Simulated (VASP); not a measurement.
A run of VASP 6.6.1 is set up as follows.

Contents of INCAR:

```
SYSTEM = TaN
PREC = Accurate
ENCUT = 520
EDIFF = 1E-7
ISMEAR = -1
SIGMA = 0.05
LREAL = .False.
LASPH = .True.
NELM = 150
ALGO = Normal
ISIF = 2
LWAVE = .False.
LCHARG = .True.
LMAXMIX = 4
LDAU = .True.
LDAUTYPE = 2
LDAUL = 2 -1
LDAUU = 3 0
LDAUJ = 0 0
LDAUPRINT = 1
GGA = CA
LELF = .True.
LVHAR = .True.
NBANDS = 24
```

The input KPOINTS:

```
Automatic mesh
0
Gamma
  8 8 6
  0 0 0
```

Contents of POSCAR:

```
TaN
1.0
    4.1448343938      0.0000000000      0.0000000000
    0.0000000000      4.1448343938      0.0000000000
    0.0000000000      0.0000000000      3.0023452781
Ta N
2 2
Direct
    0.0000000000      0.0000000000      0.0000000000
    0.5000000000      0.5000000000      0.0000000000
    0.5000000000      0.0000000000      0.0000026280
    0.0000000000      0.5000000000      0.9999973720
```

Potentials or basis: VASP PAW LDA potentials, release 64 (Ta_pv, N).

Launch:

```console
$ cat potpaw_LDA.64/Ta_pv/POTCAR potpaw_LDA.64/N/POTCAR > POTCAR
$ mpirun -np 1 vasp_std > vasp.out
```

(1) Predict the pressure.

(2) Predict the band gap on the k mesh.

Results:

(1) 6.1 GPa.

(2) zero (band 16 reaches 8.43 eV, above the bottom of band 17 at 4.09 eV).

Caveat: spin-orbit coupling is left out, which moves the levels of the heavy elements; U without spin polarisation on a metal has little footing.
